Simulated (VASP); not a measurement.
# Br in VASP: notebook, part 2 of 2

VASP 6.6.1.

**4. Single point, BLYP (30.74 Å³/atom)**

The input, INCAR:

```
PREC = Accurate
ENCUT = 520
EDIFF = 1E-6
ISMEAR = -5
SIGMA = 0.05
LREAL = False
LASPH = True
NELM = 60
ALGO = Normal
ISIF = 2
LWAVE = False
LCHARG = False
GGA = B5
ALDAX = 1.0
AGGAX = 1.0
AGGAC = 1.0
ALDAC = 0.0
NBANDS = 10
```

The input, KPOINTS:

```
regular mesh
0
Gamma
  13 13 13
```

The input, POSCAR:

```
Br
1.0
   -1.4768459573      1.4358993259      3.5598150314
    1.4521560328     -1.5132716254      3.5807772515
    1.4720762085      1.5085008570     -3.5906012210
Br
1
Direct
    0.0000000000      0.0000000000      0.0000000000
```

Potentials or basis: VASP PAW PBE potentials, release 64 (Br).

Launch:

```bash
$ cat potpaw_PBE.64/Br/POTCAR > POTCAR
$ mpirun -np 1 vasp_std > vasp.out
```

OUTCAR:

```text
PREC = Accurate
   ENCUT = 520
   EDIFF = 1E-6
   ISMEAR = -5
   LREAL = False
   LASPH = True
   NELM = 60
   ISIF = 2
   GGA = B5

 ion  position               nearest neighbor table
   1  0.000  0.000  0.000-

  LATTYP: Found a triclinic cell.
 ALAT       =     4.1128048718
 B/A-ratio  =     0.7110117610
 C/A-ratio  =     0.7159505693
 COS(alpha) =     0.0032160703
 COS(beta)  =     0.3406416013
 COS(gamma) =     0.3625597201

  Lattice vectors:

 A1 = (   1.4768459573,  -1.4358993259,  -3.5598150314)
 A2 = (   2.9242322413,  -0.0047707684,  -0.0098239695)
 A3 = (   0.0047697488,  -2.9444001829,   0.0307861896)

Analysis of symmetry for initial positions (statically):
=====================================================================
 Subroutine PRICEL returns:
 Original cell was already a primitive cell.

 Routine SETGRP: Setting up the symmetry group for a
 triclinic supercell.

 Subroutine GETGRP returns: Found  2 space group operations
 (whereof  2 operations were pure point group operations)
 out of a pool of  2 trial point group operations.

The static configuration has the point symmetry S_2 .

Analysis of symmetry for dynamics (positions and initial velocities):
=====================================================================
 Subroutine PRICEL returns:
 Original cell was already a primitive cell.

 Routine SETGRP: Setting up the symmetry group for a
 triclinic supercell.

 Subroutine GETGRP returns: Found  2 space group operations
 (whereof  2 operations were pure point group operations)
 out of a pool of  2 trial point group operations.

[... 110 lines left out ...]
   PSTRESS=    0.0 pullay stress
   NELECT =       7.0000    total number of electrons
   NUPDOWN=      -1.0000    fix difference up-down
   EMIN   =  10.00;   EMAX   =-10.00  energy-range for DOS
   EFERMI =   0.00;   METHOD = LEGACY
   ISMEAR =    -5;   SIGMA  =   0.05  broadening in eV -4-tet -1-fermi 0-gaus
   EFERMI_NEDOS =   21; number of points for ismear=-14 and -15
   IALGO  =     38    algorithm
   IMIX   =      4    mixing-type and parameters
     AMIX     =   0.40;   BMIX     =  1.00
     AMIX_MAG =   1.60;   BMIX_MAG =  1.00
  volume/ion in A,a.u.               =      30.74       207.42
  Fermi-wavevector in a.u.,A,eV,Ry     =   0.999743  1.889240 13.598832  0.999486
  Thomas-Fermi vector in A             =   2.132053
   LORBIT       =      0    0 simple, 1 ext, 2 COOP (PROOUT), +10 PAW based schemes
   GGA     = B5    functional components
   LHFCALC =     F    Hartree Fock is set to
   AEXX    =    0.0000 exact exchange contribution
   IVDW    =     0    specifies the selected vdW correction
   LEPSILON=     F    determine dielectric tensor
   LRPA    =     F    only Hartree local field effects (RPA)
 non-spin polarized calculation
 Fermi weights with tetrahedron method with Bloechl corrections
  energy-cutoff  :      520.00
  volume of cell :       30.74
 maximum number of plane-waves:       845
   NGX = 15   NGY = 15   NGZ = 15

 number of electron       6.9999999 magnetization

 Free energy of the ion-electron system (eV)
  ---------------------------------------------------
  ext. energy  EPLUGINS =         0.00000000
  ---------------------------------------------------
  free energy    TOTEN  =        -1.13894753 eV

  energy without entropy =       -1.13894753  energy(sigma->0) =       -1.13894753

 E-fermi :   1.0150     XC(G=0):  -7.9792

 val. band max:        1.2306273903   @ k =  -0.2308  -0.3846   0.3077
 cond. band min:       1.0533191152   @ k =  -0.3077   0.3846   0.1538
 fundamental gap:     -0.1773082751
 Fermi energy:         1.0149739778

 k-point     1 :       0.0000    0.0000    0.0000
  band No.  band energies     occupation
      1     -14.6100      2.00000
      2      -0.7324      2.00000
      3       1.8093      0.00000
      4       1.9243      0.00000
      5       6.9198      0.00000
      6      11.2321      0.00000
      7      11.5107      0.00000
      8      16.5167      0.00000
      9      16.6944      0.00000
     10      17.5851      0.00000
[... 287 lines left out ...]
 k-point    24 :       0.2308    0.1538    0.0000
  band No.  band energies     occupation
      1     -13.8221      2.00000
      2      -1.2577      2.00000
      3      -0.7259      2.00000
      4       0.5520      1.85962
      5       9.2368      0.00000
      6      12.6912      0.00000
      7      13.4808      0.00000
      8      15.0948      0.00000
      9      15.5818      0.00000
     10      17.1892      0.00000

 [... further k-points ...]
[... 5 lines left out ...]
  --------------------------------------------------------------------------------------
  -------------------------------------------------------------------------------------
  Total       -0.0091043      0.1965221      0.5356769     -0.0042491      0.0172328      0.0062973
  in kB       -0.4745685     10.2438791     27.9226079     -0.2214861      0.8982726      0.3282527
  external PRESSURE =      12.5639729 kB  Pullay stress =       0.0000000 kB

 VOLUME and BASIS-vectors are now :
 -----------------------------------------------------------------------------
  energy-cutoff  :      520.00
  volume of cell :       30.74
      direct lattice vectors                 reciprocal lattice vectors
    -1.476845957  1.435899326  3.559815031     0.001039454  0.341132399  0.143744359
     1.452156033 -1.513271625  3.580777251     0.342447949  0.002031638  0.141250497
     1.472076209  1.508500857 -3.590601221     0.342541544  0.340233574  0.004871022

 POSITION                                       TOTAL-FORCE (eV/Angst)
 -----------------------------------------------------------------------------------
      0.00000      0.00000      0.00000         0.000000     -0.000000      0.000000
 -----------------------------------------------------------------------------------
    total drift:                                0.000000     -0.000000      0.000000

  FREE ENERGIE OF THE ION-ELECTRON SYSTEM (eV)
  ---------------------------------------------------
  free  energy   TOTEN  =        -1.1389475277 eV

  energy  without entropy=       -1.1389475277  energy(sigma->0) =       -1.13894753
```

Run time: 5 min. Hardware: 1 thread of Intel Xeon Platinum 8375C at 2.90GHz (Ice Lake), shared host; peak memory 0.45 GiB.

What came out:

```yaml
Free_energy: -1.1389 eV
Pressure: 1.3 GPa
Band_gap_on_the_k_mesh: zero (an odd number of electrons rules out a gap without spin polarisation)
```

Stress tensor (GPa, compression positive):
```
-0.05 -0.02  0.03
-0.02  1.02  0.09
 0.03  0.09  2.79
```

Caveat: the PAW data sets were made with another functional, which shifts forces and pressure a little; an odd number of electrons without spin polarisation forces a metal; a magnetic or distorted state may lie lower; tetrahedron occupations give inexact forces and stress in metals.

**5. Single point, BLYP+D4**

This run uses another cell than the first one, of 29.00 Å³/atom.

The input, INCAR:

```
PREC = Accurate
ENCUT = 520
EDIFF = 1E-7
ISMEAR = 0
SIGMA = 0.025
LREAL = False
LASPH = True
NELM = 80
ALGO = Normal
ISIF = 2
LWAVE = False
LCHARG = False
GGA = B5
ALDAX = 1.0
AGGAX = 1.0
AGGAC = 1.0
ALDAC = 0.0
IVDW = 13
VDW_S6 = 1.0
VDW_S8 = 2.34076671
VDW_A1 = 0.44488865
VDW_A2 = 4.0933009
NBANDS = 10
```

KPOINTS is that of step 4.

The input, POSCAR:

```
Br
1.0
   -1.4234917050      1.4234917050      3.5775173700
    1.4234917050     -1.4234917050      3.5775173700
    1.4234917050      1.4234917050     -3.5775173700
Br
1
Direct
    0.0000000000      0.0000000000      0.0000000000
```

Launch:

```bash
$ cat potpaw_PBE.64/Br/POTCAR > POTCAR
$ mpirun -np 1 vasp_std > vasp.out
```

It took 24 s on 1 thread of Intel Xeon 6975P-C (Granite Rapids), shared host; peak memory 0.21 GiB.

Results (log left out):

| Quantity | Value |
| --- | --- |
| Free energy | -1.6207 eV |
| Pressure | 1.3 GPa |
| Band gap on the k mesh | zero (an odd number of electrons rules out a gap without spin polarisation) |
| Dispersion energy per atom | -0.514 eV |

Stress tensor (GPa, compression positive):
```
 2.37  0.00  0.00
 0.00  2.37  0.00
 0.00  0.00 -0.76
```

Levels at points of the mesh, in eV from the Fermi level:
```csv
k point,band 1,band 2,band 3,band 4,band 5,band 6,band 7
"(0.00, 0.00, 0.00)",-16.29,-2.32,0.89,0.89,5.47,9.94,10.48
```

Caveat: the PAW data sets were made with another functional, which shifts forces and pressure a little; an odd number of electrons without spin polarisation forces a metal; a magnetic or distorted state may lie lower.

**6. Single point, PBEsol-based screened hybrid with 25 % exact exchange**

This run uses another cell than the first one, of 29.00 Å³/atom.

POSCAR is that of step 5.

The input, INCAR.step1:

```
SYSTEM = Br
PREC = Accurate ; ENCUT = 520
EDIFF = 1E-5 ; ISMEAR = 0
SIGMA = 0.02 ; LREAL = .FALSE.
LASPH = .TRUE. ; NELM = 60
ALGO = Normal ; ISIF = 2
LWAVE = .TRUE. ; LCHARG = .FALSE.
NBANDS = 10 ; GGA = PE
```

The input, INCAR.step2:

```
SYSTEM = Br
PREC = Accurate ; ENCUT = 520
EDIFF = 1E-6 ; ISMEAR = 0
SIGMA = 0.02 ; LREAL = .FALSE.
LASPH = .TRUE. ; NELM = 60
ALGO = Normal ; ISIF = 2
LWAVE = .FALSE. ; LCHARG = .FALSE.
GGA = PS ; LHFCALC = .TRUE.
AEXX = 0.25 ; HFSCREEN = 0.207
PRECFOCK = Normal ; NBANDS = 10
ISTART = 1
```

The input, KPOINTS:

```
regular mesh
0
G
  7 7 7
  0 0 0
```

Potentials or basis: VASP PAW PBE potentials, release 64 (Br).

Launch:

```bash
$ cat potpaw_PBE.64/Br/POTCAR > POTCAR
$ cp INCAR.step1 INCAR
$ mpirun -np 1 vasp_std > vasp.out
$ cp INCAR.step2 INCAR
$ mpirun -np 1 vasp_std > vasp.out
```

It took 13 min on 1 thread of Intel Xeon 6975P-C (Granite Rapids), shared host; peak memory 0.28 GiB.

Results (log left out):

```yaml
Free_energy: -1.9869 eV
Pressure: -1.9 GPa
Band_gap_on_the_k_mesh: zero (an odd number of electrons rules out a gap without spin polarisation)
```

Stress tensor (GPa, compression positive):
```
-2.91  0.00  0.00
 0.00 -2.91  0.00
 0.00  0.00 -0.02
```

Levels at points of the mesh, in eV from the Fermi level:
```csv
k point,band 1,band 2,band 3,band 4,band 5,band 6
"(0.00, 0.00, 0.00)",-17.91,-2.86,1.29,1.29,6.08,10.82
```

Caveat: the PAW data sets were made with another functional, which shifts forces and pressure a little; an odd number of electrons without spin polarisation forces a metal; a magnetic or distorted state may lie lower.

**7. Overview**

| level | spin | cell | k mesh | cutoff (eV) | smearing | grid for exact exchange (PRECFOCK) | share of exact exchange | screening parameter | gap on the mesh (eV) | pressure (GPa) | moment (μB) |
| --- | --- | --- | --- | --- | --- | --- | --- | --- | --- | --- | --- |
| revpbe exchange, lda correlation | non-collinear, typed start | a = 4.186 Å, angles 139.4, 139.4, 58.7°, 1 atom | 10 × 10 × 10 | 500 | gaussian 0.025 eV | - | - | - | none | 4.9 | 0.00 |
| PBE0 | non-collinear, zero start, SOC | a = 4.105 Å, angles 139.4, 139.4, 58.7°, 1 atom | 7 × 7 × 7 | 400 | methfessel-paxton 0.05 eV | Normal | 0.25 | - | - | -0.3 | 0.00 |
| BLYP | off | a = 4.113, b = 4.150, c = 4.164 Å, angles 138.8, 138.3, 60.4°, 1 atom | 13 × 13 × 13 | 520 | tetrahedron | - | - | - | none | 1.3 | - |
| BLYP+D4 | off | a = 4.105 Å, angles 139.4, 139.4, 58.7°, 1 atom | 13 × 13 × 13 | 520 | gaussian 0.025 eV | - | - | - | none | 1.3 | - |
| PBEsol-based screened hybrid with 25 % exact exchange | off | a = 4.105 Å, angles 139.4, 139.4, 58.7°, 1 atom | 7 × 7 × 7 | 520 | gaussian 0.02 eV | Normal | 0.25 | 0.207 1/Å | none | -1.9 | - |

Alike in all rows: task single point; potentials or basis VASP PAW PBE potentials, release 64 (Br).

Caveats: the PAW data sets were made with another functional, which shifts forces and pressure a little; an odd number of electrons without spin polarisation forces a metal (at least some runs); a magnetic or distorted state may lie lower (at least some runs); the cell stands under pressure (at least some runs); tetrahedron occupations give inexact forces and stress in metals (at least some runs).

Total energies depend on the potentials used, so only differences within one code and one set of settings carry meaning.

The gap in the log of VASP goes by the Fermi energy; the results here count the filled bands.